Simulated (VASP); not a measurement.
Zn, 2 atoms in the cell. It takes space group P6_3/mmc (No. 194, hexagonal). The conventional cell has a = 2.652 Å, b = 2.652 Å, c = 4.933 Å, α = 90.00°, β = 90.00°, γ = 120.00°. Within 3.5 Å of Zn (site symmetry -6m2) lie 12 Zn at 2.65 to 2.90 Å.  This cell differs from its parent crystal: volume scaled by 0.98.

- Program: VASP 6.6.1
- Task: single point
- Functional: PBEsol
- Potentials or basis: VASP PAW PBE potentials, release 64 (Zn)
- Cutoff: 520 eV
- k mesh: 11 × 11 × 6
- Occupations: fermi-dirac, width 0.05 eV
- Spin: no spin polarisation
- Dipole correction: no
- Further INCAR settings: ALGO = Normal; EDIFF = 1e-06; NBANDS = 19

Potentials or basis: VASP PAW PBE potentials, release 64 (Zn).

Run with:

```bash
$ cat potpaw_PBE.64/Zn/POTCAR > POTCAR
$ mpirun -np 1 vasp_std > vasp.out
```

Hardware: 1 thread of Intel(R) Xeon(R) Platinum 8259CL CPU @ 2.50GHz (Skylake/Cascade Lake), on a shared host.

How long does it take, and how much memory?

Wall time 20 s on 1 thread of Intel(R) Xeon(R) Platinum 8259CL CPU @ 2.50GHz (Skylake/Cascade Lake), on a shared host, peak memory 0.15 GiB. Counts: scf iterations 11, k points 64.
